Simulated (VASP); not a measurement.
# Cd5Se (F-43m) in VASP: notebook

Cd5Se is run at these levels: PBE; tasks: single point, relaxation of cell and atoms.

Everything below comes from runs of VASP 6.6.1. Logs are shortened: lines on timing, memory, paths and dates and some standing lists are left out, and cuts for length are marked.

## (1) The cell of the first run

Symmetry: F-43m, No. 216, cubic system. Conventional cell: a = 8.416 Å, b = 8.416 Å, c = 8.416 Å, α = 90.00°, β = 90.00°, γ = 90.00°. Cd (site symmetry 3m) has 9 Cd at 2.98 to 3.49 Å and 3 Se at 3.49 Å within 3.9 Å. Cd (site symmetry -43m) has 12 Cd at 3.49 Å and 4 Se at 3.64 Å within 4.6 Å. Se (site symmetry -43m) has 16 Cd at 3.49 to 3.64 Å within 4.6 Å.

The cell was generated, and may not be a known phase.

## (2) Single point, PBE

File INCAR:

```
SYSTEM = Cd5Se
PREC = Accurate
ENCUT = 520
EDIFF = 1E-6
ISMEAR = 0
SIGMA = 0.1
LREAL = .FALSE.
LASPH = .TRUE.
NELM = 60
ALGO = Normal
ISIF = 2
LWAVE = .FALSE.
LCHARG = .FALSE.
GGA = PE
NBANDS = 42
```

File KPOINTS:

```
regular mesh
0
G
  4 4 4
  0 0 0
```

File POSCAR:

```
Cd5Se
1.0
    0.0000000000      4.2081574700      4.2081574700
    4.2081574700      0.0000000000      4.2081574700
    4.2081574700      4.2081574700      0.0000000000
Cd Se
5 1
Direct
    0.3750000000      0.3750000000      0.8750000000
    0.3750000000      0.8750000000      0.3750000000
    0.8750000000      0.3750000000      0.3750000000
    0.3750000000      0.3750000000      0.3750000000
    0.7500000000      0.7500000000      0.7500000000
    0.0000000000      0.0000000000      0.0000000000
```

Potentials or basis: VASP PAW PBE potentials, release 64 (Cd, Se).

On the command line:

```sh
> cat potpaw_PBE.64/Cd/POTCAR potpaw_PBE.64/Se/POTCAR > POTCAR
> mpirun -np 1 vasp_std > vasp.out
```

OUTCAR:

```text
SYSTEM = Cd5Se
   PREC = Accurate
   ENCUT = 520
   EDIFF = 1E-6
   ISMEAR = 0
   LREAL = .FALSE.
   LASPH = .TRUE.
   NELM = 60
   ISIF = 2
   GGA = PE

 ion  position               nearest neighbor table
   1  0.375  0.375  0.875-   4 2.98   2 2.98   3 2.98   4 2.98   2 2.98   3 2.98   5 3.49   5 3.49
                             5 3.49
   2  0.375  0.875  0.375-   4 2.98   1 2.98   1 2.98   3 2.98   4 2.98   3 2.98   5 3.49   5 3.49
                             5 3.49
   3  0.875  0.375  0.375-   4 2.98   1 2.98   2 2.98   1 2.98   2 2.98   4 2.98   5 3.49   5 3.49
                             5 3.49
   4  0.375  0.375  0.375-   1 2.98   2 2.98   3 2.98   1 2.98   2 2.98   3 2.98   5 3.49   5 3.49
                             5 3.49
   5  0.750  0.750  0.750-   1 3.49   4 3.49   1 3.49   4 3.49   2 3.49   3 3.49   2 3.49   3 3.49
                             4 3.49   1 3.49   3 3.49   2 3.49
   6  0.000  0.000  0.000-

  LATTYP: Found a face centered cubic cell.
 ALAT       =     8.4163149400

  Lattice vectors:

 A1 = (   0.0000000000,   4.2081574700,   4.2081574700)
 A2 = (   4.2081574700,   0.0000000000,   4.2081574700)
 A3 = (   4.2081574700,   4.2081574700,   0.0000000000)

Analysis of symmetry for initial positions (statically):
=====================================================================
 Subroutine PRICEL returns:
 Original cell was already a primitive cell.

 Routine SETGRP: Setting up the symmetry group for a
 face centered cubic supercell.

 Subroutine GETGRP returns: Found 24 space group operations
 (whereof 24 operations were pure point group operations)
 out of a pool of 48 trial point group operations.

The static configuration has the point symmetry T_d .

Analysis of symmetry for dynamics (positions and initial velocities):
=====================================================================
 Subroutine PRICEL returns:
 Original cell was already a primitive cell.

 Routine SETGRP: Setting up the symmetry group for a
 face centered cubic supercell.

 Subroutine GETGRP returns: Found 24 space group operations
 (whereof 24 operations were pure point group operations)
 out of a pool of 48 trial point group operations.

The dynamic configuration has the point symmetry T_d .

 Subroutine INISYM returns: Found 24 space group operations
 (whereof 24 operations are pure point group operations),
 and found     1 'primitive' translations

----------------------------------------------------------------------------------------

                                     Primitive cell

  volume of cell :     149.0411

  direct lattice vectors                    reciprocal lattice vectors
     0.000000000  4.208157470  4.208157470    -0.118816846  0.118816846  0.118816846
     4.208157470  0.000000000  4.208157470     0.118816846 -0.118816846  0.118816846
     4.208157470  4.208157470  0.000000000     0.118816846  0.118816846 -0.118816846

  length of vectors
     5.951233367  5.951233367  5.951233367     0.205796815  0.205796815  0.205796815

  position of ions in fractional coordinates (direct lattice)
     0.375000000  0.375000000  0.875000000
     0.375000000  0.875000000  0.375000000
     0.875000000  0.375000000  0.375000000
     0.375000000  0.375000000  0.375000000
     0.750000000  0.750000000  0.750000000
     0.000000000  0.000000000  0.000000000

  ion indices of the primitive-cell ions
   primitive index   ion index
                 1           1
                 2           2
                 3           3
                 4           4
                 5           5
                 6           6

----------------------------------------------------------------------------------------

 KPOINTS: regular mesh

Automatic generation of k-mesh.
 Grid dimensions read from file:
 generate k-points for:    4    4    4

 Generating k-lattice:

  Cartesian coordinates                     Fractional coordinates (reciprocal lattice)
    -0.029704212  0.029704212  0.029704212     0.250000000  0.000000000  0.000000000
     0.029704212 -0.029704212  0.029704212     0.000000000  0.250000000  0.000000000
     0.029704212  0.029704212 -0.029704212     0.000000000  0.000000000  0.250000000

  Length of vectors
     0.051449204  0.051449204  0.051449204

  Shift w.r.t. Gamma in fractional coordinates (k-lattice)
     0.000000000  0.000000000  0.000000000

 Subroutine IBZKPT returns following result:
 ===========================================

 Found      8 irreducible k-points:

 Following reciprocal coordinates:
            Coordinates               Weight
  0.000000  0.000000  0.000000      1.000000
  0.250000  0.000000  0.000000      8.000000
  0.500000  0.000000  0.000000      4.000000
  0.250000  0.250000  0.000000      6.000000
  0.500000  0.250000  0.000000     24.000000
 -0.250000  0.250000  0.000000     12.000000
  0.500000  0.500000  0.000000      3.000000
 -0.250000  0.500000  0.250000      6.000000
   k-points           NKPTS =      8   k-points in BZ     NKDIM =      8   number of bands    NBANDS=     42
   number of dos      NEDOS =    301   number of ions     NIONS =      6
   total plane-waves  NPLWV = 110592
   dimension x,y,z NGX =    48 NGY =   48 NGZ =   48
   dimension x,y,z NGXF=    96 NGYF=   96 NGZF=   96
   ions per type =               5   1
   NGX,Y,Z   is equivalent  to a cutoff of  13.41, 13.41, 13.41 a.u.
   NGXF,Y,Z  is equivalent  to a cutoff of  26.82, 26.82, 26.82 a.u.
 SYSTEM =  Cd5Se
   PREC   = accura    normal or accurate (medium, high low for compatibility)
   ISTART =      0    job   : 0-new  1-cont  2-samecut
   ICHARG =      2    charge: 1-file 2-atom 10-const
   ISPIN  =      1    spin polarized calculation?
   LNONCOLLINEAR =      F non collinear calculations
   LSORBIT =      F    spin-orbit coupling
   LASPH  =      T    aspherical Exc in radial PAW
   ENCUT  =  520.0 eV  38.22 Ry    6.18 a.u.  11.07 11.07 11.07*2*pi/ulx,y,z
   NELM   =     60;   NELMIN=  2; NELMDL= -5     # of ELM steps
   EDIFF  = 0.1E-05   stopping-criterion for ELM
   LREAL  =      F    real-space projection
[... 7 lines left out ...]
   TEBEG  =    0.0;   TEEND  =   0.0 temperature during run
   PSTRESS=    0.0 pullay stress
   NELECT =      66.0000    total number of electrons
   NUPDOWN=      -1.0000    fix difference up-down
   EMIN   =  10.00;   EMAX   =-10.00  energy-range for DOS
   EFERMI =   0.00;   METHOD = LEGACY
   ISMEAR =     0;   SIGMA  =   0.10  broadening in eV -4-tet -1-fermi 0-gaus
   EFERMI_NEDOS =   21; number of points for ismear=-14 and -15
   IALGO  =     38    algorithm
   IMIX   =      4    mixing-type and parameters
     AMIX     =   0.40;   BMIX     =  1.00
     AMIX_MAG =   1.60;   BMIX_MAG =  1.00
  volume/ion in A,a.u.               =      24.84       167.63
  Fermi-wavevector in a.u.,A,eV,Ry     =   1.247826  2.358050 21.185233  1.557071
  Thomas-Fermi vector in A             =   2.381941
   LORBIT       =      0    0 simple, 1 ext, 2 COOP (PROOUT), +10 PAW based schemes
   GGA     = PE    functional components
   LHFCALC =     F    Hartree Fock is set to
   AEXX    =    0.0000 exact exchange contribution
   IVDW    =     0    specifies the selected vdW correction
   LEPSILON=     F    determine dielectric tensor
   LRPA    =     F    only Hartree local field effects (RPA)
 non-spin polarized calculation
 Gauss-broadening in eV      SIGMA  =   0.10
  energy-cutoff  :      520.00
  volume of cell :      149.04
 maximum number of plane-waves:      4044
 NGX is ok and might be reduce to    48
   NGX = 23   NGY = 23   NGZ = 23

 number of electron      66.0000023 magnetization

 Free energy of the ion-electron system (eV)
  ---------------------------------------------------
  ext. energy  EPLUGINS =         0.00000000
  ---------------------------------------------------
  free energy    TOTEN  =        -6.47545688 eV

  energy without entropy =       -6.44238575  energy(sigma->0) =       -6.45892131

 E-fermi :   2.1595     XC(G=0): -10.1646

 val. band max:        2.1313937849   @ k =   0.5000   0.2500   0.0000
 cond. band min:       2.2327097176   @ k =   0.5000   0.2500   0.0000
 fundamental gap:      0.1013159327
 Fermi energy:         2.1595360841

 k-point     1 :       0.0000    0.0000    0.0000
  band No.  band energies     occupation
      1     -10.2605      2.00000
      2      -7.9236      2.00000
      3      -7.3879      2.00000
      4      -7.3879      2.00000
      5      -7.3879      2.00000
      6      -7.2360      2.00000
[... 34 lines left out ...]
     41       8.5279      0.00000
     42       8.5279      0.00000

 k-point     2 :       0.2500    0.0000    0.0000
  band No.  band energies     occupation
      1     -10.2261      2.00000
      2      -7.7778      2.00000
      3      -7.3355      2.00000
      4      -7.3048      2.00000
      5      -7.3048      2.00000
      6      -7.1359      2.00000
[... 34 lines left out ...]
     41       7.0901      0.00000
     42       8.2233      0.00000

 k-point     3 :       0.5000    0.0000    0.0000
  band No.  band energies     occupation
      1     -10.1927      2.00000
      2      -7.6266      2.00000
      3      -7.2609      2.00000
      4      -7.2609      2.00000
      5      -7.1785      2.00000
      6      -6.8534      2.00000
[... 34 lines left out ...]
     41       8.2788      0.00000
     42       8.2788      0.00000

 k-point     4 :       0.2500    0.2500    0.0000
  band No.  band energies     occupation
      1     -10.2160      2.00000
      2      -7.7107      2.00000
      3      -7.3406      2.00000
      4      -7.2354      2.00000
      5      -7.2354      2.00000
      6      -7.2068      2.00000
[... 34 lines left out ...]
     41       7.7302      0.00000
     42       7.7302      0.00000

 k-point     5 :       0.5000    0.2500    0.0000
  band No.  band energies     occupation
      1     -10.1846      2.00000
      2      -7.4927      2.00000
      3      -7.2383      2.00000
      4      -7.2034      2.00000
      5      -7.1245      2.00000
      6      -6.9903      2.00000
[... 34 lines left out ...]
     41       7.5477      0.00000
     42       8.2067      0.00000

 k-point     6 :      -0.2500    0.2500    0.0000
  band No.  band energies     occupation
      1     -10.1942      2.00000
      2      -7.5803      2.00000
      3      -7.2718      2.00000
      4      -7.2420      2.00000
      5      -7.1115      2.00000
      6      -7.0975      2.00000
[... 34 lines left out ...]
     41       8.1496      0.00000
     42       8.2627      0.00000

 k-point     7 :       0.5000    0.5000    0.0000
  band No.  band energies     occupation
      1     -10.1759      2.00000
      2      -7.3352      2.00000
      3      -7.3350      2.00000
      4      -7.0591      2.00000
      5      -7.0345      2.00000
      6      -7.0000      2.00000
[... 34 lines left out ...]
     41       7.8327      0.00000
     42       7.8331      0.00000

 k-point     8 :      -0.2500    0.5000    0.2500
  band No.  band energies     occupation
      1     -10.1754      2.00000
      2      -7.2432      2.00000
      3      -7.2385      2.00000
      4      -7.1859      2.00000
      5      -7.1791      2.00000
      6      -6.9038      2.00000
[... 34 lines left out ...]
     41       7.2461      0.00000
     42       7.6295      0.00000

------------------------ aborting loop because EDIFF is reached ----------------------------------------

  FORCE on cell =-STRESS in cart. coord.  units (eV):
  Direction    XX          YY          ZZ          XY          YZ          ZX
  --------------------------------------------------------------------------------------
  -------------------------------------------------------------------------------------
  Total       -0.7276416     -0.7276416     -0.7276416      0.0000000      0.0000000     -0.0000000
  in kB       -7.8220785     -7.8220785     -7.8220785      0.0000000      0.0000000     -0.0000000
  external PRESSURE =      -7.8220785 kB  Pullay stress =       0.0000000 kB

 VOLUME and BASIS-vectors are now :
 -----------------------------------------------------------------------------
  energy-cutoff  :      520.00
  volume of cell :      149.04
      direct lattice vectors                 reciprocal lattice vectors
     0.000000000  4.208157470  4.208157470    -0.118816846  0.118816846  0.118816846
     4.208157470  0.000000000  4.208157470     0.118816846 -0.118816846  0.118816846
     4.208157470  4.208157470  0.000000000     0.118816846  0.118816846 -0.118816846

 POSITION                                       TOTAL-FORCE (eV/Angst)
 -----------------------------------------------------------------------------------
      5.26020      5.26020      3.15612        -0.020156     -0.020156      0.020156
      5.26020      3.15612      5.26020        -0.020156      0.020156     -0.020156
      3.15612      5.26020      5.26020         0.020156     -0.020156     -0.020156
      3.15612      3.15612      3.15612         0.020156      0.020156      0.020156
      6.31224      6.31224      6.31224        -0.000000     -0.000000     -0.000000
      0.00000      0.00000      0.00000        -0.000000     -0.000000     -0.000000
 -----------------------------------------------------------------------------------
    total drift:                                0.000000      0.000000      0.000000

  FREE ENERGIE OF THE ION-ELECTRON SYSTEM (eV)
  ---------------------------------------------------
  free  energy   TOTEN  =        -6.4754568777 eV

  energy  without entropy=       -6.4423857506  energy(sigma->0) =       -6.45892131
```

Run time: 24 s. Hardware: 1 thread of Intel Xeon 6975P-C (Granite Rapids), shared host; peak memory 0.32 GiB.

Results:

* Free energy: -6.4755 eV
* Pressure: -0.8 GPa
* Band gap on the k mesh: zero (bands 33 and 34 overlap by 0.87 eV)

Levels at points of the mesh, in eV from the Fermi level:
| k point | band 29 | band 30 | band 31 | band 32 | band 33 | band 34 | band 35 | band 36 | band 37 | band 38 |
| --- | --- | --- | --- | --- | --- | --- | --- | --- | --- | --- |
| (0.00, 0.00, 0.00) | -2.38 | -2.38 | -1.77 | -0.17 | -0.17 | -0.17 | -0.03 | 1.08 | 1.08 | 1.08 |
| (0.50, 0.00, 0.00) | -2.64 | -2.64 | -2.17 | -0.84 | -0.84 | -0.30 | 1.55 | 2.01 | 2.01 | 3.83 |
| (0.50, 0.50, 0.00) | -3.54 | -3.54 | -2.95 | -0.22 | 0.50 | 0.50 | 0.84 | 3.83 | 4.32 | 4.38 |

## (3) Single point, PBE

This run uses another cell than the first one, of 24.15 Å³/atom.

File INCAR:

```
  PREC = Accurate
  ENCUT = 520
  EDIFF = 1E-6
  ISMEAR = 0
  SIGMA = 0.1
  LREAL = F
  LASPH = T
  NELM = 60
  ALGO = Normal
  ISIF = 2
  LWAVE = F
  LCHARG = T
  GGA = PE
  LELF = T
  LVHAR = T
  NBANDS = 42
```

File KPOINTS:

```
Automatic mesh
0
Gamma
  8 8 8
```

File POSCAR:

```
Cd5Se
1.0
    0.0000000000      4.1689757267      4.1689757267
    4.1689757267      0.0000000000      4.1689757267
    4.1689757267      4.1689757267      0.0000000000
Cd Se
5 1
Direct
    0.3750651771      0.3750651771      0.8748044687
    0.3750651771      0.8748044687      0.3750651771
    0.8748044687      0.3750651771      0.3750651771
    0.3750651771      0.3750651771      0.3750651771
    0.7500000000      0.7500000000      0.7500000000
    0.0000000000      0.0000000000      0.0000000000
```

Potentials or basis: VASP PAW PBE potentials, release 64 (Cd, Se).

On the command line:

```sh
> cat potpaw_PBE.64/Cd/POTCAR potpaw_PBE.64/Se/POTCAR > POTCAR
> mpirun -np 1 vasp_std > vasp.out
```

Run time: 74 s. Hardware: 1 thread of Intel Xeon 6975P-C (Granite Rapids), shared host; peak memory 0.38 GiB.

It converged, with:

```
Free energy            : -6.4324 eV
Pressure               : 0.3 GPa
Largest force          : 0.017 eV/Å
Band gap on the k mesh : zero (bands 33 and 34 overlap by 1.12 eV)
```

Forces in eV/Å, atoms in the order of the input:
```
Cd  -0.010 -0.010  0.010
Cd  -0.010  0.010 -0.010
Cd   0.010 -0.010 -0.010
Cd   0.010  0.010  0.010
Cd   0.000  0.000  0.000
Se   0.000  0.000  0.000
```

Levels at points of the mesh, in eV from the Fermi level:
```
           k point  band 31  band 32  band 33  band 34  band 35  band 36
(0.00, 0.00, 0.00)    -1.92    -0.26    -0.26    -0.26    -0.04     1.08
(0.50, 0.00, 0.00)    -2.27    -0.92    -0.92    -0.27     1.54     2.01
(0.50, 0.50, 0.00)    -3.06    -0.17     0.54     0.54     0.78     3.86
```

## (4) Relaxation of cell and atoms, PBE

File INCAR:

```
SYSTEM = Cd5Se
PREC = Accurate ; ENCUT = 600
EDIFF = 1E-7 ; ISMEAR = 0
SIGMA = 0.1 ; LREAL = .FALSE.
LASPH = .TRUE. ; NELM = 100
ALGO = Normal ; ISIF = 3
LWAVE = .FALSE. ; LCHARG = .FALSE.
GGA = PE ; IBRION = 2
NSW = 100 ; EDIFFG = -0.01
```

File KPOINTS:

```
regular mesh
0
G
  8 8 8
  0 0 0
```

File POSCAR:

```
Cd5Se
1.0
    0.0000000000      4.2081574700      4.2081574700
    4.2081574700      0.0000000000      4.2081574700
    4.2081574700      4.2081574700      0.0000000000
Cd Se
5 1
Direct
    0.3750000000      0.3750000000      0.8750000000
    0.3750000000      0.8750000000      0.3750000000
    0.8750000000      0.3750000000      0.3750000000
    0.3750000000      0.3750000000      0.3750000000
    0.7500000000      0.7500000000      0.7500000000
    0.0000000000      0.0000000000      0.0000000000
```

On the command line:

```sh
> cat potpaw_PBE.64/Cd/POTCAR potpaw_PBE.64/Se/POTCAR > POTCAR
> mpirun -np 1 vasp_std > vasp.out
```

It took 2.9 min on 1 thread of Intel Xeon 6975P-C (Granite Rapids), shared host; peak memory 0.44 GiB.

The run converged. Its results:

```yaml
Free_energy: -6.4331 eV
Relaxed_volume: 24.27 Å³/atom
Relaxed_cell: a = 5.905 Å, b = 5.905 Å, c = 5.905 Å, α = 60.00°, β = 60.00°, γ = 60.00°
Space_group_after_relaxing_to_0.1_Å: F-43m (No. 216)
Energy_gained_by_relaxing: 1.5 meV/atom
Ionic_steps: 3
Pressure_after_relaxing: 0.0 GPa
Band_gap_on_the_k_mesh: zero (bands 33 and 34 overlap by 1.12 eV)
```

The path:
| step | energy change (eV) | largest force (eV/Å) | pressure (GPa) | volume (Å³) |
| --- | --- | --- | --- | --- |
| 1 | 0.0000 | 0.0237 | -0.82 | 149.04 |
| 2 | -0.0088 | 0.0126 | -0.18 | 146.30 |
| 3 | -0.0092 | 0.0092 | 0.00 | 145.62 |

Final structure:
```xyz
6
Lattice="0.0000 4.1757 4.1757 4.1757 0.0000 4.1757 4.1757 4.1757 0.0000" Properties=species:S:1:pos:R:3 pbc="T T T"
Cd    5.2188    5.2188    3.1326
Cd    5.2188    3.1326    5.2188
Cd    3.1326    5.2188    5.2188
Cd    3.1326    3.1326    3.1326
Cd    6.2636    6.2636    6.2636
Se    0.0000    0.0000    0.0000
```

Levels at points of the mesh, in eV from the Fermi level:
```
           k point  band 29  band 30  band 31  band 32  band 33  band 34  band 35  band 36  band 37  band 38
(0.00, 0.00, 0.00)    -2.42    -2.42    -1.90    -0.25    -0.25    -0.25    -0.05     1.07     1.07     1.07
(0.50, 0.00, 0.00)    -2.70    -2.70    -2.26    -0.92    -0.92    -0.27     1.54     2.01     2.01     3.80
(0.50, 0.50, 0.00)    -3.64    -3.64    -3.05    -0.17     0.54     0.54     0.78     3.84     4.28     4.38
```

## (5) Summary

| task | cell | k mesh | cutoff (eV) | gap on the mesh (eV) | pressure (GPa) |
| --- | --- | --- | --- | --- | --- |
| single point | a = 5.951 Å, angles 60.0°, 6 atoms, atomic positions A | 4 × 4 × 4 | 520 | none | -0.8 |
| single point | a = 5.896 Å, angles 60.0°, 6 atoms, atomic positions B | 8 × 8 × 8 | 520 | none | 0.3 |
| relaxation of cell and atoms | relaxed from a = 5.951 Å, angles 60.0°, 6 atoms, atomic positions A | 8 × 8 × 8 | 600 | none | 0.0 |

Alike in all rows: level PBE; potentials or basis VASP PAW PBE potentials, release 64 (Cd, Se); no spin polarisation; smearing gaussian 0.1 eV.

Absolute energies hang on the potentials; compare differences alone.

The gap in the log of VASP goes by the Fermi energy; the results here count the filled bands.